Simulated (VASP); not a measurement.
Input of a VASP 6.6.1 run:

Contents of INCAR:

```
SYSTEM = Cs
ALGO = Normal
EDIFF = 1E-6
ENCUT = 520
GGA = PS
ISIF = 2
ISMEAR = -1
LASPH = .TRUE.
LCHARG = .FALSE.
LREAL = .FALSE.
LWAVE = .FALSE.
NBANDS = 16
NELM = 80
PREC = Accurate
SIGMA = 0.05
```

Contents of KPOINTS:

```
k-points
0
G
  6 6 3
  0 0 0
```

File POSCAR:

```
Cs
1.0
    3.5833384703      0.0000000000      0.0000000000
   -1.7916692351      3.1032621456      0.0000000000
    0.0000000000      0.0000000000      5.5636791560
Cs
2
Direct
    0.6666666667      0.3333333333      0.7500000000
    0.3333333333      0.6666666667      0.2500000000
```

Potentials or basis: VASP PAW PBE potentials, release 64 (Cs_sv).

Launch:

```console
$ cat potpaw_PBE.64/Cs_sv/POTCAR > POTCAR
$ mpirun -np 1 vasp_std > vasp.out
```

(1) What does it give for the band gap on the k mesh?

(2) Predict the pressure.

Results:

(1) zero (bands 9 and 10 overlap by 1.65 eV).

(2) 10.6 GPa.

Caveat: the k points lie up to 0.38 Å⁻¹ apart, too coarse for converged energies and pressures of a metal; the PAW data sets were made with another functional, which shifts forces and pressure a little; spin-orbit coupling is left out, which moves the levels of the heavy elements.
